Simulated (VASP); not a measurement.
Wanted: the native input for a VASP 6.6.1 run.

| Quantity | Value |
| --- | --- |
| Task | single point |
| Functional | PBE |
| Potentials or basis | VASP PAW PBE potentials, release 64 (Co_sv, O) |
| Cutoff | 700 eV |
| k mesh | 11 × 11 × 11 |
| Occupations | fermi-dirac, width 0.05 eV |
| Spin | collinear spin, ferromagnetic start |
| Starting moments | [2.0, 0.0] μB |
| Dipole correction | no |
| Further INCAR settings | ALGO = Normal; EDIFF = 1e-06; NBANDS = 22 |

The structure of CoO lies in POSCAR:

```
CoO
1.0
    0.0000000000      2.1171941998      2.1171941998
    2.1171941998      0.0000000000      2.1171941998
    2.1171941998      2.1171941998      0.0000000000
Co O
1 1
Direct
    0.0000000000      0.0000000000      0.0000000000
    0.5000000000      0.5000000000      0.5000000000
```

One way to write it, as run:

INCAR

```
  PREC = Accurate
  ENCUT = 700
  EDIFF = 1E-6
  ISMEAR = -1
  SIGMA = 0.05
  LREAL = F
  LASPH = T
  NELM = 200
  ALGO = Normal
  ISIF = 2
  LWAVE = F
  LCHARG = F
  ISPIN = 2
  MAGMOM = 2 0
  LORBIT = 11
  LMAXMIX = 4
  GGA = PE
  NBANDS = 22
  GGA_COMPAT = F
```

KPOINTS

```
Automatic mesh
0
Gamma
  11 11 11
```

Potentials or basis: VASP PAW PBE potentials, release 64 (Co_sv, O).

Command:

```console
$ cat potpaw_PBE.64/Co_sv/POTCAR potpaw_PBE.64/O/POTCAR > POTCAR
$ mpirun -np 1 vasp_std > vasp.out
```

Results of the run:

```
Pressure                                              : 0.4 GPa
Net moment                                            : 2.88 μB per cell
Site moments                                          : Co +2.49; O +0.28 μB
Valence electrons inside the program's atomic spheres : Co 14.88; O 4.99
```

Caveat: a cell with one magnetic atom can't hold antiferromagnetic order, which such compounds often take.

It took 110 s on 1 thread of Intel(R) Xeon(R) Platinum 8259CL CPU @ 2.50GHz (Skylake/Cascade Lake), with other jobs on the host, peak memory 0.2 GiB.
